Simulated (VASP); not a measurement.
Set up this calculation in VASP 6.6.1, as the native input.

```yaml
Task: single point
Functional: PBE
Potentials_or_basis: VASP PAW PBE potentials, release 64 (Pt)
Cutoff: 520 eV
k_mesh: 26 × 26 × 26
Occupations: gaussian, width 0.15 eV
Spin: no spin polarisation
Dipole_correction: no
Further_INCAR_settings: ALGO = Fast; EDIFF = 1e-06; NBANDS = 11
```

The structure of Pt lies in POSCAR:

```
Pt
1.0
    0.0000000000      2.0843078071      1.9354286780
    2.0843078071      0.0000000000      1.9354286780
    2.0843078071      2.0843078071      0.0000000000
Pt
1
Direct
    0.0000000000      0.0000000000      0.0000000000
```

This cell differs from its parent crystal: strain +0.050 along x and y, -0.025 along z.

These files were run (other wordings do the same):

INCAR

```
SYSTEM = Pt
ALGO = Fast ; EDIFF = 1E-6
ENCUT = 520 ; GGA = PE
ISIF = 2 ; ISMEAR = 0
LASPH = .True. ; LCHARG = .False.
LREAL = .False. ; LWAVE = .False.
NBANDS = 11 ; NELM = 60
PREC = Accurate ; SIGMA = 0.15
```

KPOINTS

```
k-points
0
Gamma
  26 26 26
  0 0 0
```

Potentials or basis: VASP PAW PBE potentials, release 64 (Pt).

The run is started by

```bash
$ cat potpaw_PBE.64/Pt/POTCAR > POTCAR
$ mpirun -np 1 vasp_std > vasp.out
```

Results of the run:

```json
{
 "Pressure": "-14.6 GPa",
 "Band gap on the k mesh": "zero (band 5 reaches 9.91 eV, above the bottom of band 6 at 7.79 eV)"
}
```

Caveat: the cell differs from its parent crystal (strain +0.050 along x and y, -0.025 along z); spin-orbit coupling is left out, which moves the levels of the heavy elements.

Wall time 66 s on 1 thread of Intel(R) Xeon(R) 6975P-C (Granite Rapids), with other jobs on the host, peak memory 0.36 GiB.
